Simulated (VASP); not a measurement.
# N (P-1) in VASP: further runs

N is run at these levels: LDA; tasks: single point.

All numbers are computed with VASP 6.6.1; they aren't measurements. Logs are shortened: lines on timing, memory, paths and dates and some standing lists are left out, and cuts for length are marked.

### Step 1. The cell of the first run

The typed cell holds 8 atoms: a = 3.527 Å, b = 3.527 Å, c = 13.431 Å, α = 93.14°, β = 86.86°, γ = 60.00°.

### Step 2. Single point, LDA

The input, INCAR:

```
SYSTEM = N
  PREC = Accurate
  ENCUT = 520
  EDIFF = 1E-6
  ISMEAR = 0
  SIGMA = 0.05
  LREAL = .FALSE.
  LASPH = .TRUE.
  NELM = 80
  ALGO = Normal
  ISIF = 2
  LWAVE = .FALSE.
  LCHARG = .FALSE.
  NBANDS = 30
```

The input, KPOINTS:

```
regular mesh
0
G
  7 7 2
  0 0 0
```

The input, POSCAR:

```
N
1.0
   -3.5269202438      0.0000000000      0.0000000000
   -1.7634601219     -3.0544025283      0.0000000000
   -0.7347750508      1.2726677201     13.3505029787
N
8
Direct
   -0.0565152579      0.7231819246      0.9356366191
    0.1564995469      0.5101671197      0.4244010873
   -0.0223698925      0.6890365592      0.8536877420
    0.1906449124      0.4760217543      0.3424522103
    0.5963402827      0.7369930506      0.1687833215
    0.3833254778      0.9500078555      0.6800188532
    0.6304856482      0.7028476852      0.0868344444
    0.4174708433      0.9158624901      0.5980699762
```

Potentials or basis: VASP PAW LDA potentials, release 64 (N).

Command:

```bash
cat potpaw_LDA.64/N/POTCAR > POTCAR
mpirun -np 1 vasp_std > vasp.out
```

OUTCAR:

```text
SYSTEM = N
   PREC = Accurate
   ENCUT = 520
   EDIFF = 1E-6
   ISMEAR = 0
   LREAL = .FALSE.
   LASPH = .TRUE.
   NELM = 80
   ISIF = 2

 ion  position               nearest neighbor table
   1  0.943  0.723  0.936-   3 1.09
   2  0.156  0.510  0.424-   4 1.09
   3  0.978  0.689  0.854-   1 1.09
   4  0.191  0.476  0.342-   2 1.09
   5  0.596  0.737  0.169-   7 1.09
   6  0.383  0.950  0.680-   8 1.09
   7  0.630  0.703  0.087-   5 1.09
   8  0.417  0.916  0.598-   6 1.09

  LATTYP: Found a base centered monoclinic cell.
 ALAT       =     3.5269202438
 B/A-ratio  =     1.7320508076
 C/A-ratio  =     3.8081778251
 COS(beta)  =    -0.1094136581

  Lattice vectors:

 A1 = (  -1.7634601219,  -3.0544025283,   0.0000000000)
 A2 = (   3.5269202438,   0.0000000000,   0.0000000000)
 A3 = (  -0.7347750508,   1.2726677201,  13.3505029787)

Analysis of symmetry for initial positions (statically):
=====================================================================
 Subroutine PRICEL returns:
 Original cell was already a primitive cell.

 Routine SETGRP: Setting up the symmetry group for a
 base centered monoclinic supercell.

 Subroutine GETGRP returns: Found  2 space group operations
 (whereof  1 operations were pure point group operations)
 out of a pool of  4 trial point group operations.

The static configuration has the point symmetry C_1 .
 The point group associated with its full space group is S_2 .

Analysis of symmetry for dynamics (positions and initial velocities):
=====================================================================
 Subroutine PRICEL returns:
 Original cell was already a primitive cell.

 Routine SETGRP: Setting up the symmetry group for a
 base centered monoclinic supercell.

 Subroutine GETGRP returns: Found  2 space group operations
 (whereof  1 operations were pure point group operations)
 out of a pool of  4 trial point group operations.

The dynamic configuration has the point symmetry C_1 .
 The point group associated with its full space group is S_2 .

 Subroutine INISYM returns: Found  2 space group operations
 (whereof  1 operations are pure point group operations),
 and found     1 'primitive' translations

----------------------------------------------------------------------------------------

                                     Primitive cell

  volume of cell :     143.8201

  direct lattice vectors                    reciprocal lattice vectors
    -3.526920244  0.000000000  0.000000000    -0.283533488  0.163698136 -0.031209810
    -1.763460122 -3.054402528  0.000000000     0.000000000 -0.327396272  0.031209810
    -0.734775051  1.272667720 13.350502979     0.000000000  0.000000000  0.074903545

  length of vectors
     3.526920244  3.526920244 13.431139463     0.328880481  0.328880481  0.074903545

  position of ions in fractional coordinates (direct lattice)
     0.943484742  0.723181925  0.935636619
     0.156499547  0.510167120  0.424401087
     0.977630107  0.689036559  0.853687742
     0.190644912  0.476021754  0.342452210
     0.596340283  0.736993051  0.168783322
     0.383325478  0.950007855  0.680018853
     0.630485648  0.702847685  0.086834444
     0.417470843  0.915862490  0.598069976

  ion indices of the primitive-cell ions
   primitive index   ion index
                 1           1
                 2           2
                 3           3
                 4           4
                 5           5
                 6           6
                 7           7
                 8           8

----------------------------------------------------------------------------------------

 KPOINTS: regular mesh

Automatic generation of k-mesh.
 Grid dimensions read from file:
 generate k-points for:    7    7    2

 Generating k-lattice:

  Cartesian coordinates                     Fractional coordinates (reciprocal lattice)
    -0.040504784  0.023385448 -0.004458544     0.142857143  0.000000000  0.000000000
     0.000000000 -0.046770896  0.004458544     0.000000000  0.142857143 -0.000000000
     0.000000000  0.000000000  0.037451772     0.000000000  0.000000000  0.500000000

  Length of vectors
     0.046982926  0.046982926  0.037451772

  Shift w.r.t. Gamma in fractional coordinates (k-lattice)
     0.000000000  0.000000000  0.000000000

 Subroutine IBZKPT returns following result:
 ===========================================

 Found     50 irreducible k-points:

 Following reciprocal coordinates:
            Coordinates               Weight
  0.000000  0.000000  0.000000      1.000000
  0.142857  0.000000  0.000000      2.000000
  0.000000  0.142857  0.000000      2.000000
  0.285714  0.000000  0.000000      2.000000
  0.000000  0.285714  0.000000      2.000000
  0.428571  0.000000  0.000000      2.000000
[... 16 lines left out ...]
 -0.285714  0.285714  0.000000      2.000000
  0.428571  0.428571  0.000000      2.000000
 [... further k-points ...]
   k-points           NKPTS =     50   k-points in BZ     NKDIM =     50   number of bands    NBANDS=     30
   number of dos      NEDOS =    301   number of ions     NIONS =      8
   total plane-waves  NPLWV =  78400
   dimension x,y,z NGX =    28 NGY =   28 NGZ =  100
   dimension x,y,z NGXF=    56 NGYF=   56 NGZF=  200
   ions per type =               8
   NGX,Y,Z   is equivalent  to a cutoff of  13.20, 13.20, 12.38 a.u.
   NGXF,Y,Z  is equivalent  to a cutoff of  26.40, 26.40, 24.76 a.u.
 SYSTEM =  N
   PREC   = accura    normal or accurate (medium, high low for compatibility)
   ISTART =      0    job   : 0-new  1-cont  2-samecut
   ICHARG =      2    charge: 1-file 2-atom 10-const
   ISPIN  =      1    spin polarized calculation?
   LNONCOLLINEAR =      F non collinear calculations
   LSORBIT =      F    spin-orbit coupling
   LASPH  =      T    aspherical Exc in radial PAW
   ENCUT  =  520.0 eV  38.22 Ry    6.18 a.u.   6.56  6.56 24.97*2*pi/ulx,y,z
   NELM   =     80;   NELMIN=  2; NELMDL= -5     # of ELM steps
   EDIFF  = 0.1E-05   stopping-criterion for ELM
   LREAL  =      F    real-space projection
   EDIFFG = 0.1E-04   stopping-criterion for IOM
   NSW    =      0    number of steps for IOM
   IBRION =     -1    ionic relax: 0-MD 1-quasi-New 2-CG
   NFREE  =      0    steps in history (QN), initial steepest desc. (CG)
   ISIF   =      2    stress and relaxation
   ISYM   =      2    0-nonsym 1-usesym 2-fastsym
   POTIM  = 0.5000    time-step for ionic-motion
   TEBEG  =    0.0;   TEEND  =   0.0 temperature during run
   PSTRESS=    0.0 pullay stress
   NELECT =      40.0000    total number of electrons
   NUPDOWN=      -1.0000    fix difference up-down
   EMIN   =  10.00;   EMAX   =-10.00  energy-range for DOS
   EFERMI =   0.00;   METHOD = LEGACY
   ISMEAR =     0;   SIGMA  =   0.05  broadening in eV -4-tet -1-fermi 0-gaus
   EFERMI_NEDOS =   21; number of points for ismear=-14 and -15
   IALGO  =     38    algorithm
   IMIX   =      4    mixing-type and parameters
     AMIX     =   0.40;   BMIX     =  1.00
     AMIX_MAG =   1.60;   BMIX_MAG =  1.00
  volume/ion in A,a.u.               =      17.98       121.32
  Fermi-wavevector in a.u.,A,eV,Ry     =   1.068616  2.019391 15.537037  1.141940
  Thomas-Fermi vector in A             =   2.204270
   LORBIT       =      0    0 simple, 1 ext, 2 COOP (PROOUT), +10 PAW based schemes
   GGA     = CA    functional components
   LHFCALC =     F    Hartree Fock is set to
   AEXX    =    0.0000 exact exchange contribution
   IVDW    =     0    specifies the selected vdW correction
   LEPSILON=     F    determine dielectric tensor
   LRPA    =     F    only Hartree local field effects (RPA)
 non-spin polarized calculation
 Gauss-broadening in eV      SIGMA  =   0.05
  energy-cutoff  :      520.00
  volume of cell :      143.82
 maximum number of plane-waves:      3928
 NGX is ok and might be reduce to    28
   NGX = 13   NGY = 13   NGZ = 49

 number of electron      40.0000001 magnetization

 Free energy of the ion-electron system (eV)
  ---------------------------------------------------
  ext. energy  EPLUGINS =         0.00000000
  ---------------------------------------------------
  free energy    TOTEN  =       -69.93924388 eV

  energy without entropy =      -69.93924388  energy(sigma->0) =      -69.93924388

 E-fermi :  -4.4438     XC(G=0):  -7.9113

 val. band max:       -4.7041108533   @ k =   0.0000   0.4286   0.0000
 cond. band min:       0.8850099549   @ k =   0.0000   0.4286   0.0000
 fundamental gap:      5.5891208082
 Fermi energy:        -4.4438462151

 k-point     1 :       0.0000    0.0000    0.0000
  band No.  band energies     occupation
      1     -24.2029      2.00000
      2     -24.1664      2.00000
      3     -24.1513      2.00000
      4     -24.1147      2.00000
      5     -10.3556      2.00000
      6      -9.5978      2.00000
[... 22 lines left out ...]
     29       5.1857      0.00000
     30       5.4043      0.00000

 k-point     2 :       0.1429    0.0000    0.0000
  band No.  band energies     occupation
      1     -24.1839      2.00000
      2     -24.1504      2.00000
      3     -24.1347      2.00000
      4     -24.1009      2.00000
      5     -10.2667      2.00000
      6      -9.5342      2.00000
[... 22 lines left out ...]
     29       5.5095      0.00000
     30       5.7525      0.00000

 k-point     3 :       0.0000    0.1429    0.0000
  band No.  band energies     occupation
      1     -24.1845      2.00000
      2     -24.1501      2.00000
      3     -24.1351      2.00000
      4     -24.1003      2.00000
      5     -10.2746      2.00000
      6      -9.5251      2.00000
[... 682 lines left out ...]
     29       7.1493      0.00000
     30       7.5861      0.00000

 k-point    24 :       0.4286    0.4286    0.0000
  band No.  band energies     occupation
      1     -24.1029      2.00000
      2     -24.0801      2.00000
      3     -24.0722      2.00000
      4     -24.0474      2.00000
      5      -9.8383      2.00000
      6      -9.1176      2.00000
[... 22 lines left out ...]
     29       6.8981      0.00000
     30       7.2052      0.00000

 [... further k-points ...]

------------------------ aborting loop because EDIFF is reached ----------------------------------------

  FORCE on cell =-STRESS in cart. coord.  units (eV):
  Direction    XX          YY          ZZ          XY          YZ          ZX
  --------------------------------------------------------------------------------------
  -------------------------------------------------------------------------------------
  Total        0.6747016     -0.2233554      9.6888231      0.2232336      0.3577077      1.3961220
  in kB        7.5162766     -2.4882129    107.9349446      2.4868561      3.9849175     15.5530088
  external PRESSURE =      37.6543361 kB  Pullay stress =       0.0000000 kB

 VOLUME and BASIS-vectors are now :
 -----------------------------------------------------------------------------
  energy-cutoff  :      520.00
  volume of cell :      143.82
      direct lattice vectors                 reciprocal lattice vectors
    -3.526920244  0.000000000  0.000000000    -0.283533488  0.163698136 -0.031209810
    -1.763460122 -3.054402528  0.000000000     0.000000000 -0.327396272  0.031209810
    -0.734775051  1.272667720 13.350502979     0.000000000  0.000000000  0.074903545

 POSITION                                       TOTAL-FORCE (eV/Angst)
 -----------------------------------------------------------------------------------
     -5.29038     -1.01813     12.49122        -1.158929     -0.294981      0.487143
     -1.76346     -1.01813      5.66597         0.000419     -0.000276      1.532569
     -5.29038     -1.01813     11.39716         0.222784      0.058131     -1.771533
     -1.76346     -1.01813      4.57191        -0.001274      0.001065     -1.533393
     -3.52692     -2.03627      2.25334        -0.222784     -0.058131      1.771533
     -3.52692     -2.03627      9.07859         0.001274     -0.001065      1.533393
     -3.52692     -2.03627      1.15928         1.158929      0.294981     -0.487143
     -3.52692     -2.03627      7.98453        -0.000419      0.000276     -1.532569
 -----------------------------------------------------------------------------------
    total drift:                               -0.000009      0.000012      0.000049

  FREE ENERGIE OF THE ION-ELECTRON SYSTEM (eV)
  ---------------------------------------------------
  free  energy   TOTEN  =       -69.9392438813 eV

  energy  without entropy=      -69.9392438813  energy(sigma->0) =      -69.93924388
```

It took 85 s on 1 thread of Intel Xeon 6975P-C (Granite Rapids), shared host; peak memory 0.28 GiB.

What came out:

```
Free energy            : -69.9392 eV
Pressure               : 3.8 GPa
Largest force          : 1.786 eV/Å
Band gap on the k mesh : 5.59 eV, direct
```

Forces in eV/Å, atoms in the order of the input:
```
N   -1.159 -0.295  0.487
N    0.000  0.000  1.533
N    0.223  0.058 -1.772
N   -0.001  0.001 -1.533
N   -0.223 -0.058  1.772
N    0.001 -0.001  1.533
N    1.159  0.295 -0.487
N    0.000  0.000 -1.533
```

Levels at points of the mesh, in eV from the valence-band top:
```csv
k point,band 17,band 18,band 19,band 20,band 21,band 22,band 23,band 24
"(0.00, 0.00, 0.00)",-2.37,-1.40,-1.04,-0.07,7.22,7.23,7.38,7.50
"(0.00, 0.00, 0.50)",-2.21,-1.89,-0.77,-0.12,7.19,7.26,7.37,7.50
```

Caveat: the standard files for N, O and F lose accuracy on very short bonds; forces of over 1 eV/Å act on the atoms, so gaps and moduli don't describe the material at rest. A k mesh can miss the band edges.

### Step 3. Single point, LDA

This run uses another cell than the first one, of 18.38 Å³/atom, 1.022 times its volume.

The input, INCAR:

```
SYSTEM = N
PREC     = Accurate       ! precision mode
ENCUT    = 520            ! plane-wave cutoff, eV
EDIFF    = 1E-6           ! SCF threshold, eV
ISMEAR   = 0              ! smearing method
SIGMA    = 0.05           ! smearing width, eV
LREAL    = .FALSE.        ! projectors in reciprocal space
LASPH    = .TRUE.         ! aspherical terms in the spheres
NELM     = 100            ! most SCF steps
ALGO     = Normal         ! electronic algorithm
ISIF     = 2              ! what is computed and relaxed
LWAVE    = .FALSE.        ! write WAVECAR
LCHARG   = .FALSE.        ! write CHGCAR
GGA      = CA             ! functional
NBANDS   = 30             ! bands
```

The input, KPOINTS:

```
Automatic mesh
0
G
  7 7 2
  0 0 0
```

The input, POSCAR:

```
N
1.0
   -3.5269202438      0.0000000000      0.0000000000
   -1.7634601219     -3.0544025283      0.0000000000
   -0.5878200406      1.0181341761     13.6505029787
N
8
Direct
    0.0283086885      0.6383579782      0.9150739346
    0.1949753551      0.4716913115      0.4150739346
    0.0550246449      0.6116420218      0.8349260654
    0.2216913115      0.4449753551      0.3349260654
    0.6116420218      0.7216913115      0.1650739346
    0.4449753551      0.8883579782      0.6650739346
    0.6383579782      0.6949753551      0.0849260654
    0.4716913115      0.8616420218      0.5849260654
```

Potentials or basis: VASP PAW LDA potentials, release 64 (N).

Command:

```bash
cat potpaw_LDA.64/N/POTCAR > POTCAR
mpirun -np 1 vasp_std > vasp.out
```

Wall time 90 s (1 thread of Intel Xeon 6975P-C (Granite Rapids), shared host); peak memory 0.29 GiB.

The run converged. Its results:

| Property | Result |
| --- | --- |
| Free energy | -70.2306 eV |
| Pressure | 2.7 GPa |
| Largest force | 1.600 eV/Å |
| Band gap on the k mesh | 6.14 eV, indirect (least direct gap 6.15 eV) |

Forces in eV/Å, atoms in the order of the input:
```
N   -0.369 -0.001  1.226
N    0.000  0.000  1.532
N    0.075  0.001 -1.599
N   -0.001  0.001 -1.532
N   -0.075 -0.001  1.599
N    0.001 -0.001  1.532
N    0.369  0.001 -1.226
N    0.000  0.000 -1.532
```

Stress tensor (GPa, compression positive):
```
 0.11  0.00  0.56
 0.00 -0.27  0.00
 0.56  0.00  8.26
```

Levels at points of the mesh, in eV from the valence-band top:
```csv
k point,band 18,band 19,band 20,band 21,band 22,band 23
"(0.00, 0.00, 0.00)",-0.92,-0.80,-0.02,7.71,7.80,7.80
"(0.00, 0.00, 0.50)",-1.59,-0.33,-0.18,7.73,7.78,7.81
```

Caveat: the standard files for N, O and F lose accuracy on very short bonds; forces of over 1 eV/Å act on the atoms, so gaps and moduli don't describe the material at rest. A hybrid or GW would open this gap; LDA tends to underestimate it.

### Step 4. Single point, LDA

This run uses another cell than the first one, of 18.38 Å³/atom, 1.022 times its volume.

The input, INCAR:

```
PREC     = Accurate       # precision mode
ENCUT    = 520            # plane-wave cutoff, eV
EDIFF    = 1E-6           # SCF threshold, eV
ISMEAR   = 0              # smearing method
SIGMA    = 0.05           # smearing width, eV
LREAL    = False          # projectors in reciprocal space
LASPH    = True           # aspherical terms in the spheres
NELM     = 100            # most SCF steps
ALGO     = Normal         # electronic algorithm
ISIF     = 2              # what is computed and relaxed
LWAVE    = False          # write WAVECAR
LCHARG   = True           # write CHGCAR
GGA      = CA             # functional
LELF     = True           # ELF
LVHAR    = True         
NBANDS   = 30             # bands
```

The input, KPOINTS:

```
Automatic mesh
0
Gamma
  7 7 2
```

The input, POSCAR:

```
N
1.0
   -3.5269202438      0.0000000000      0.0000000000
   -1.7634601219     -3.0544025283      0.0000000000
   -0.2939100203      0.5090670880     13.6505029787
N
8
Direct
    0.1808210109      0.4858456558      0.9150739346
    0.2641543442      0.4025123224      0.4150739346
    0.1941789891      0.4724876776      0.8349260654
    0.2775123224      0.3891543442      0.3349260654
    0.6391543442      0.6941789891      0.1650739346
    0.5558210109      0.7775123224      0.6650739346
    0.6525123224      0.6808210109      0.0849260654
    0.5691789891      0.7641543442      0.5849260654
```

Command:

```bash
cat potpaw_LDA.64/N/POTCAR > POTCAR
mpirun -np 1 vasp_std > vasp.out
```

It took 96 s on 1 thread of Intel Xeon 6975P-C (Granite Rapids), shared host; peak memory 0.29 GiB.

It converged, with:

| Quantity | Value |
| --- | --- |
| Free energy | -70.3105 eV |
| Pressure | 2.4 GPa |
| Largest force | 1.551 eV/Å |
| Band gap on the k mesh | 6.25 eV, indirect (least direct gap 6.37 eV) |

Forces in eV/Å, atoms in the order of the input:
```
N   -0.143  0.067  1.452
N    0.000  0.000  1.530
N    0.029 -0.014 -1.551
N   -0.001  0.001 -1.531
N   -0.029  0.014  1.551
N    0.001 -0.001  1.531
N    0.143 -0.067 -1.452
N    0.000  0.000 -1.530
```

Stress tensor (GPa, compression positive):
```
-0.01 -0.06  0.21
-0.06 -0.23 -0.10
 0.21 -0.10  7.46
```

Levels at points of the mesh, in eV from the valence-band top:
| k point | band 16 | band 17 | band 18 | band 19 | band 20 | band 21 | band 22 | band 23 | band 24 | band 25 |
| --- | --- | --- | --- | --- | --- | --- | --- | --- | --- | --- |
| (0.00, 0.00, 0.00) | -1.89 | -1.86 | -0.83 | -0.79 | -0.01 | 7.76 | 7.86 | 7.96 | 8.03 | 8.10 |
| (0.00, 0.00, 0.50) | -1.87 | -1.58 | -1.55 | -0.25 | -0.20 | 7.81 | 7.84 | 7.89 | 8.00 | 8.12 |

Caveat: the standard files for N, O and F lose accuracy on very short bonds; forces of over 1 eV/Å act on the atoms, so gaps and moduli don't describe the material at rest. A k mesh can miss the band edges.

### Step 5. The runs side by side

| cell | gap on the mesh (eV) | pressure (GPa) | largest force (eV/Å) |
| --- | --- | --- | --- |
| a = 3.527, b = 3.527, c = 13.431 Å, angles 93.1, 86.9, 60.0°, 8 atoms | 5.59 | 3.8 | 1.79 |
| a = 3.527, b = 3.527, c = 13.701 Å, angles 92.5, 87.5, 60.0°, 8 atoms | 6.14 | 2.7 | 1.60 |
| a = 3.527, b = 3.527, c = 13.663 Å, angles 91.2, 88.8, 60.0°, 8 atoms | 6.25 | 2.4 | 1.55 |

Alike in all rows: task single point; level LDA; potentials or basis VASP PAW LDA potentials, release 64 (N); no spin polarisation; k mesh 7 × 7 × 2; cutoff (eV) 520; smearing gaussian 0.05 eV.

Caveats: the standard files for N, O and F lose accuracy on very short bonds; forces of over 1 eV/Å act on the atoms, so gaps and moduli don't describe the material at rest.

Total energies depend on the potentials used, so only differences within one code and one set of settings carry meaning.
